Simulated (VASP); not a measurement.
Write the native input for VASP 6.6.1 that does the following.

| Quantity | Value |
| --- | --- |
| Task | single point |
| Functional | PBEsol |
| Potentials or basis | VASP PAW PBE potentials, release 64 (O_h) |
| Cutoff | 910 eV |
| k mesh | 1 × 1 × 1 |
| Occupations | fermi-dirac, width 0.02 eV |
| Spin | collinear spin, ferromagnetic start |
| Starting moments | [1.0, 1.0] μB |
| Dipole correction | no |
| Second run | hard_potentials |
| Further INCAR settings | ALGO = Normal; EDIFF = 1e-06; NBANDS = 17; NELMDL = -8 |

The structure of O2 lies in POSCAR:

```
O
1.0
    9.0000000000      0.0000000000      0.0000000000
    0.0000000000      9.5000000000      0.0000000000
    0.0000000000      0.0000000000     10.0000000000
O
2
Direct
    0.5000000000      0.5000000000      0.4395173055
    0.5000000000      0.5000000000      0.5604826945
```

These files were run (other wordings do the same):

INCAR

```
PREC = Accurate
ENCUT = 910
EDIFF = 1E-6
ISMEAR = -1
SIGMA = 0.02
LREAL = F
LASPH = T
NELM = 200
ALGO = Normal
ISIF = 2
LWAVE = F
LCHARG = F
ISPIN = 2
MAGMOM = 1 1
LORBIT = 11
GGA = PS
NBANDS = 17
GGA_COMPAT = F
NELMDL = -8
```

KPOINTS

```
Automatic mesh
0
Gamma
  1 1 1
```

Potentials or basis: VASP PAW PBE potentials, release 64 (O_h).

Command:

```sh
$ cat potpaw_PBE.64/O_h/POTCAR > POTCAR
$ mpirun -np 1 vasp_gam > vasp.out
```

Results of the run:

- Largest force: 0.234 eV/Å
- Gap between the frontier levels: 2.27 eV
- Net moment: 2.00 μB per cell
- Site moments: O +0.62 μB
- Valence electrons inside the program's atomic spheres: O 3.30

Caveat: the PAW data sets were made with another functional, which shifts forces and pressure a little.

Wall time 2.5 min on 1 thread of Intel(R) Xeon(R) 6975P-C (Granite Rapids), with other jobs on the host, peak memory 1.8 GiB.
